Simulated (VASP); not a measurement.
# Nb3H in VASP: a series of runs

The runs below take Nb3H through single point, with LDA.

Everything below comes from runs of VASP 6.6.1. Logs are shortened: lines on timing, memory, paths and dates and some standing lists are left out, and cuts for length are marked.

## Step 1: The cell of the first run

The cell holds a slab with vacuum, 4 atoms: a = 2.927 Å, b = 2.927 Å, c = 21.196 Å, α = 90.00°, β = 90.00°, γ = 90.00°.

## Step 2: Single point, LDA, collinear spin

Input file INCAR:

```
SYSTEM = Nb3H
PREC     = Accurate       ! precision mode
ENCUT    = 520            ! plane-wave cutoff, eV
EDIFF    = 1E-6           ! SCF threshold, eV
ISMEAR   = 0              ! smearing method
SIGMA    = 0.1            ! smearing width, eV
LREAL    = .FALSE.        ! projectors in reciprocal space
LASPH    = .TRUE.         ! aspherical terms in the spheres
NELM     = 150            ! most SCF steps
ALGO     = Normal         ! electronic algorithm
ISIF     = 2              ! what is computed and relaxed
LWAVE    = .FALSE.        ! write WAVECAR
LCHARG   = .FALSE.        ! write CHGCAR
ISPIN    = 2              ! spin polarisation
MAGMOM   = 0 0 0 1        ! initial moments
LORBIT   = 11             ! projections on sites
LMAXMIX  = 4              ! l up to which the mixer works
LDIPOL   = .TRUE.       
IDIPOL   = 3            
DIPOL    = 0.5 0.5 0.337
NBANDS   = 32             ! bands
```

Input file KPOINTS:

```
regular mesh
0
G
  9 9 1
  0 0 0
```

Input file POSCAR:

```
Nb3H
1.0
    2.9270177637      0.0000000000      0.0000000000
    0.0000000000      2.9270177637      0.0000000000
    0.0000000000      0.0000000000     21.1957939222
Nb H
3 1
Direct
    0.5000000000      0.5000000000      0.1887166867
    0.0000000000      0.0000000000      0.2876907936
    0.5000000000      0.5000000000      0.3866707684
    0.5000000000      0.6666666667      0.4862188206
```

Potentials or basis: VASP PAW LDA potentials, release 64 (Nb_sv, H).

The run is started by

```
cat potpaw_LDA.64/Nb_sv/POTCAR potpaw_LDA.64/H/POTCAR > POTCAR
mpirun -np 1 vasp_std > vasp.out
```

OUTCAR:

```text
SYSTEM = Nb3H
   PREC = Accurate
   ENCUT = 520
   EDIFF = 1E-6
   ISMEAR = 0
   LREAL = .FALSE.
   LASPH = .TRUE.
   NELM = 150
   ISIF = 2
   ISPIN = 2
   LORBIT = 11

 ion  position               nearest neighbor table
   1  0.500  0.500  0.189-   2 2.95   2 2.95   2 2.95   2 2.95
   2  0.000  0.000  0.288-   1 2.95   1 2.95   1 2.95   1 2.95   3 2.95   3 2.95   3 2.95   3 2.95

   3  0.500  0.500  0.387-   2 2.95   2 2.95   2 2.95   2 2.95
   4  0.500  0.667  0.486-

  LATTYP: Found a simple tetragonal cell.
 ALAT       =     2.9270177637
 C/A-ratio  =     7.2414298899

  Lattice vectors:

 A1 = (   2.9270177637,   0.0000000000,   0.0000000000)
 A2 = (   0.0000000000,   2.9270177637,   0.0000000000)
 A3 = (   0.0000000000,   0.0000000000,  21.1957939222)

Analysis of symmetry for initial positions (statically):
=====================================================================
 Subroutine PRICEL returns:
 Original cell was already a primitive cell.

 Routine SETGRP: Setting up the symmetry group for a
 simple tetragonal supercell.

 Subroutine GETGRP returns: Found  2 space group operations
 (whereof  2 operations were pure point group operations)
 out of a pool of 16 trial point group operations.

The static configuration has the point symmetry C_1h.

Analysis of symmetry for dynamics (positions and initial velocities):
=====================================================================
 Subroutine PRICEL returns:
 Original cell was already a primitive cell.

 Routine SETGRP: Setting up the symmetry group for a
 simple tetragonal supercell.

 Subroutine GETGRP returns: Found  2 space group operations
 (whereof  2 operations were pure point group operations)
 out of a pool of 16 trial point group operations.

The dynamic configuration has the point symmetry C_1h.

Analysis of structural, dynamic, and magnetic symmetry:
=====================================================================
 Subroutine PRICEL returns:
 Original cell was already a primitive cell.

 Routine SETGRP: Setting up the symmetry group for a
 simple tetragonal supercell.

 Subroutine GETGRP returns: Found  2 space group operations
 (whereof  2 operations were pure point group operations)
 out of a pool of 16 trial point group operations.

The overall configuration has the point symmetry C_1h.

 Subroutine INISYM returns: Found  2 space group operations
 (whereof  2 operations are pure point group operations),
[... 132 lines left out ...]
  energy-cutoff  :      520.00
  volume of cell :      181.59
 maximum number of plane-waves:      4927
 NGX is ok and might be reduce to    24
   NGX = 11   NGY = 11   NGZ = 79

 dipolmoment           0.000000      0.000000     -0.174745 electrons x Angstroem

 number of electron      39.9999999 magnetization       0.0004112

 dipolmoment           0.000000      0.000000      0.088624 electrons x Angstroem

 Free energy of the ion-electron system (eV)
  ---------------------------------------------------
  ext. energy  EPLUGINS =         0.00000000
  ---------------------------------------------------
  free energy    TOTEN  =       -33.04520690 eV

  energy without entropy =      -33.02559605  energy(sigma->0) =      -33.03540148

 E-fermi :  -0.3702     XC(G=0):  -5.1457

 val. band max:       -0.3955528752   @ k =   0.2222   0.1111   0.0000
 cond. band min:      -0.3436477023   @ k =  -0.1111   0.4444   0.0000
 fundamental gap:      0.0519051729
 Fermi energy:        -0.3702458280

 spin component 1

 k-point     1 :       0.0000    0.0000    0.0000
  band No.  band energies     occupation
      1     -55.0425      1.00000
      2     -54.9545      1.00000
      3     -54.7593      1.00000
      4     -31.5663      1.00000
      5     -31.2013      1.00000
      6     -30.9059      1.00000
[... 829 lines left out ...]
     31       7.0182      0.00000
     32       7.7971      0.00000

 [... further k-points ...]

 spin component 2

 k-point     1 :       0.0000    0.0000    0.0000
  band No.  band energies     occupation
      1     -55.0425      1.00000
      2     -54.9545      1.00000
      3     -54.7594      1.00000
      4     -31.5663      1.00000
      5     -31.2013      1.00000
      6     -30.9059      1.00000
[... 829 lines left out ...]
     31       7.0183      0.00000
     32       7.7975      0.00000

 [... further k-points ...]

------------------------ aborting loop because EDIFF is reached ----------------------------------------

 vacuum level on the upper side and lower side of the slab       (xc-potential included)         0.904        -0.921

  FORCE on cell =-STRESS in cart. coord.  units (eV):
  Direction    XX          YY          ZZ          XY          YZ          ZX
  --------------------------------------------------------------------------------------
  -------------------------------------------------------------------------------------
  Total       -6.9734207     -6.9880778     -3.8498980      0.0000000      0.4149224      0.0000000
  in kB      -61.5256264    -61.6549438    -33.9671725      0.0000000      3.6608090      0.0000000
  external PRESSURE =     -52.3825809 kB  Pullay stress =       0.0000000 kB

 VOLUME and BASIS-vectors are now :
 -----------------------------------------------------------------------------
  energy-cutoff  :      520.00
  volume of cell :      181.59
      direct lattice vectors                 reciprocal lattice vectors
     2.927017764  0.000000000  0.000000000     0.341644664  0.000000000  0.000000000
     0.000000000  2.927017764  0.000000000     0.000000000  0.341644664  0.000000000
     0.000000000  0.000000000 21.195793922     0.000000000  0.000000000  0.047179172

 POSITION                                       TOTAL-FORCE (eV/Angst)
 -----------------------------------------------------------------------------------
      1.46351      1.46351      4.00000         0.000000     -0.002303      0.355420
      0.00000      0.00000      6.09783         0.000000     -0.145223     -0.708521
      1.46351      1.46351      8.19579         0.000000      0.099823      2.156784
      1.46351      1.95135     10.30579         0.000000      0.047703     -1.803682
 -----------------------------------------------------------------------------------
    total drift:                                0.000000      0.000012     -0.000083

  FREE ENERGIE OF THE ION-ELECTRON SYSTEM (eV)
  ---------------------------------------------------
  free  energy   TOTEN  =       -33.0452069047 eV

  energy  without entropy=      -33.0255960508  energy(sigma->0) =      -33.03540148

 vacuum level on the upper side and lower side of the slab         6.192         4.319

 total charge

# of ion       s       p       d       tot
------------------------------------------
    1        2.221   5.950   2.492  10.663
    2        2.234   6.023   2.420  10.677
    3        2.222   5.972   2.413  10.607
    4        0.409   0.003   0.000   0.412
--------------------------------------------------
tot          7.085  17.948   7.325  32.358

 magnetization (x)

# of ion       s       p       d       tot
------------------------------------------
    1       -0.000   0.000   0.000   0.000
    2       -0.000   0.000  -0.000  -0.000
    3       -0.000   0.000   0.000   0.000
    4       -0.000   0.000   0.000  -0.000
--------------------------------------------------
tot         -0.000   0.000  -0.000  -0.000
```

OSZICAR:

```text
N       E                     dE             d eps       ncg     rms          rms(c)
DAV:   1     0.418671962272E+03    0.41867E+03   -0.21112E+04  3832   0.109E+03
DAV:   2     0.721186971289E+01   -0.41146E+03   -0.39685E+03  4464   0.481E+02
DAV:   3    -0.320059965689E+02   -0.39218E+02   -0.38474E+02  5792   0.990E+01
[... 19 lines left out ...]
DAV:  23    -0.330451912494E+02   -0.21956E-04   -0.56432E-06  3144   0.932E-03    0.465E-03
DAV:  24    -0.330451971115E+02   -0.58620E-05   -0.22355E-06  3256   0.627E-03    0.267E-03
DAV:  25    -0.330452010366E+02   -0.39251E-05   -0.12514E-06  3112   0.480E-03    0.188E-03
DAV:  26    -0.330452038738E+02   -0.28372E-05   -0.72786E-07  3032   0.357E-03    0.160E-03
DAV:  27    -0.330452059528E+02   -0.20790E-05   -0.30286E-07  2896   0.300E-03    0.123E-03
DAV:  28    -0.330452069047E+02   -0.95187E-06   -0.17277E-07  2856   0.264E-03
   1 F= -.33045207E+02 E0= -.33035401E+02  d E =-.196109E-01  mag=     0.0003
```

It took 16 min on 1 thread of AMD EPYC 7R13, shared host; peak memory 0.36 GiB.

What came out:

```
Free energy                                           : -33.0452 eV
Largest force                                         : 2.159 eV/Å
Band gap on the k mesh                                : zero (filled and empty bands overlap)
Net moment                                            : 0.00 μB per cell
Valence electrons inside the program's atomic spheres : Nb 10.66, 10.68, 10.61; H 0.41
```

Forces in eV/Å, atoms in the order of the input:
```
Nb   0.000 -0.002  0.355
Nb   0.000 -0.145 -0.709
Nb   0.000  0.100  2.157
H    0.000  0.048 -1.804
```

## Step 3: Single point, LDA, collinear spin

Input file INCAR:

```
ALGO = Normal ; DIPOL = 0.5 0.5 0.348
EDIFF = 1E-7 ; ENCUT = 520
GGA = CA ; IDIPOL = 3
ISIF = 2 ; ISMEAR = 0
ISPIN = 2 ; LASPH = T
LCHARG = F ; LDIPOL = T
LMAXMIX = 4 ; LORBIT = 11
LREAL = F ; LWAVE = F
MAGMOM = 0 0 0 1 ; NBANDS = 32
NELM = 150 ; PREC = Accurate
SIGMA = 0.1
```

Input file KPOINTS:

```
k-points
0
Gamma
  9 9 1
```

POSCAR, as its differences from that of step 2:

```diff
@@ -11,2 +11,2 @@
     0.5000000000      0.5000000000      0.3866707684
-    0.5000000000      0.6666666667      0.4862188206
+    0.5000000000      0.6666666667      0.5286800751
```

Potentials or basis: VASP PAW LDA potentials, release 64 (Nb_sv, H).

The run is started by

```
cat potpaw_LDA.64/Nb_sv/POTCAR potpaw_LDA.64/H/POTCAR > POTCAR
mpirun -np 1 vasp_std > vasp.out
```

OUTCAR:

```text
EDIFF = 1E-7
   ENCUT = 520
   GGA = CA
   ISIF = 2
   ISMEAR = 0
   ISPIN = 2
   LASPH = T
   LORBIT = 11
   LREAL = F
   NELM = 150
   PREC = Accurate

 ion  position               nearest neighbor table
   1  0.500  0.500  0.189-   2 2.95   2 2.95   2 2.95   2 2.95
   2  0.000  0.000  0.288-   1 2.95   1 2.95   1 2.95   1 2.95   3 2.95   3 2.95   3 2.95   3 2.95

   3  0.500  0.500  0.387-   2 2.95   2 2.95   2 2.95   2 2.95
   4  0.500  0.667  0.529-

  LATTYP: Found a simple tetragonal cell.
 ALAT       =     2.9270177637
 C/A-ratio  =     7.2414298899

  Lattice vectors:

 A1 = (   2.9270177637,   0.0000000000,   0.0000000000)
 A2 = (   0.0000000000,   2.9270177637,   0.0000000000)
 A3 = (   0.0000000000,   0.0000000000,  21.1957939222)

Analysis of symmetry for initial positions (statically):
=====================================================================
 Subroutine PRICEL returns:
 Original cell was already a primitive cell.

 Routine SETGRP: Setting up the symmetry group for a
 simple tetragonal supercell.

 Subroutine GETGRP returns: Found  2 space group operations
 (whereof  2 operations were pure point group operations)
 out of a pool of 16 trial point group operations.

The static configuration has the point symmetry C_1h.

Analysis of symmetry for dynamics (positions and initial velocities):
=====================================================================
 Subroutine PRICEL returns:
 Original cell was already a primitive cell.

 Routine SETGRP: Setting up the symmetry group for a
 simple tetragonal supercell.

 Subroutine GETGRP returns: Found  2 space group operations
 (whereof  2 operations were pure point group operations)
 out of a pool of 16 trial point group operations.

The dynamic configuration has the point symmetry C_1h.
[... 168 lines left out ...]

 E-fermi :  -0.1024     XC(G=0):  -5.3561

 val. band max:       -0.1055786904   @ k =   0.3333   0.0000   0.0000
 cond. band min:      -0.1022326889   @ k =   0.0000   0.3333   0.0000
 fundamental gap:      0.0033460015
 Fermi energy:        -0.1024359389

 spin component 1

 k-point     1 :       0.0000    0.0000    0.0000
  band No.  band energies     occupation
      1     -54.8332      1.00000
      2     -54.7256      1.00000
      3     -54.5290      1.00000
      4     -31.3817      1.00000
      5     -31.0407      1.00000
      6     -30.6620      1.00000
[... 829 lines left out ...]
     31       7.1718      0.00000
     32       7.7164      0.00000

 [... further k-points ...]

 spin component 2

 k-point     1 :       0.0000    0.0000    0.0000
  band No.  band energies     occupation
      1     -54.8554      1.00000
      2     -54.7461      1.00000
      3     -54.5406      1.00000
      4     -31.3995      1.00000
      5     -31.0643      1.00000
      6     -30.6838      1.00000
[... 829 lines left out ...]
     31       7.1767      0.00000
     32       7.7876      0.00000

 [... further k-points ...]

------------------------ aborting loop because EDIFF is reached ----------------------------------------

 vacuum level on the upper side and lower side of the slab       (xc-potential included)         0.669        -0.916

  FORCE on cell =-STRESS in cart. coord.  units (eV):
  Direction    XX          YY          ZZ          XY          YZ          ZX
  --------------------------------------------------------------------------------------
  -------------------------------------------------------------------------------------
  Total       -7.8467626     -7.8273423     -3.1680391      0.0000000     -0.0085529      0.0000000
  in kB      -69.2310138    -69.0596705    -27.9512162      0.0000000     -0.0754612      0.0000000
  external PRESSURE =     -55.4139668 kB  Pullay stress =       0.0000000 kB

 VOLUME and BASIS-vectors are now :
 -----------------------------------------------------------------------------
  energy-cutoff  :      520.00
  volume of cell :      181.59
      direct lattice vectors                 reciprocal lattice vectors
     2.927017764  0.000000000  0.000000000     0.341644664  0.000000000  0.000000000
     0.000000000  2.927017764  0.000000000     0.000000000  0.341644664  0.000000000
     0.000000000  0.000000000 21.195793922     0.000000000  0.000000000  0.047179172

 POSITION                                       TOTAL-FORCE (eV/Angst)
 -----------------------------------------------------------------------------------
      1.46351      1.46351      4.00000         0.000000     -0.000885      0.214630
      0.00000      0.00000      6.09783         0.000000     -0.032642     -0.381345
      1.46351      1.46351      8.19579         0.000000      0.060401      1.172653
      1.46351      1.95135     11.20579         0.000000     -0.026874     -1.005938
 -----------------------------------------------------------------------------------
    total drift:                                0.000000     -0.000000     -0.000080

  FREE ENERGIE OF THE ION-ELECTRON SYSTEM (eV)
  ---------------------------------------------------
  free  energy   TOTEN  =       -31.6048127497 eV

  energy  without entropy=      -31.5814678731  energy(sigma->0) =      -31.59314031

 vacuum level on the upper side and lower side of the slab         5.882         4.311

 total charge

# of ion       s       p       d       tot
------------------------------------------
    1        2.220   5.950   2.492  10.662
    2        2.231   6.024   2.417  10.672
    3        2.214   5.952   2.470  10.636
    4        0.345   0.001   0.000   0.346
--------------------------------------------------
tot          7.010  17.927   7.379  32.316

 magnetization (x)

# of ion       s       p       d       tot
------------------------------------------
    1       -0.001  -0.002  -0.032  -0.035
    2       -0.001  -0.001  -0.013  -0.015
    3       -0.001  -0.003  -0.035  -0.039
    4        0.205   0.000   0.000   0.205
--------------------------------------------------
tot          0.202  -0.006  -0.080   0.116
```

stdout:

```text
POSCAR found type information on POSCAR NbH
 POSCAR found :  2 types and       4 ions
 scaLAPACK will be used
 LDA part: xc-table for (Slater(with rela. corr.)+CA(PZ))
 , standard interpolation
 POSCAR, INCAR and KPOINTS ok, starting setup
 FFT: planning ... GRIDC
 FFT: planning ... GRID_SOFT
 FFT: planning ... GRID
 WAVECAR not read
 entering main loop
```

Wall time 17 min (1 thread of AMD EPYC 7R13, shared host); peak memory 0.36 GiB.

What came out:

```yaml
Free_energy: -31.6048 eV
Largest_force: 1.174 eV/Å
Net_moment: 0.36 μB per cell
Site_moments: Nb -0.04, -0.01 (each value once); H +0.20 μB
Valence_electrons_inside_the_program's_atomic_spheres: Nb 10.66, 10.67, 10.64; H 0.35
```

Forces in eV/Å, atoms in the order of the input:
```
Nb   0.000 -0.001  0.215
Nb   0.000 -0.033 -0.381
Nb   0.000  0.060  1.173
H    0.000 -0.027 -1.006
```

Caveat: a moment this small can come from the mesh or the smearing.

The gap in the log of VASP goes by the Fermi energy; the results here count the filled bands.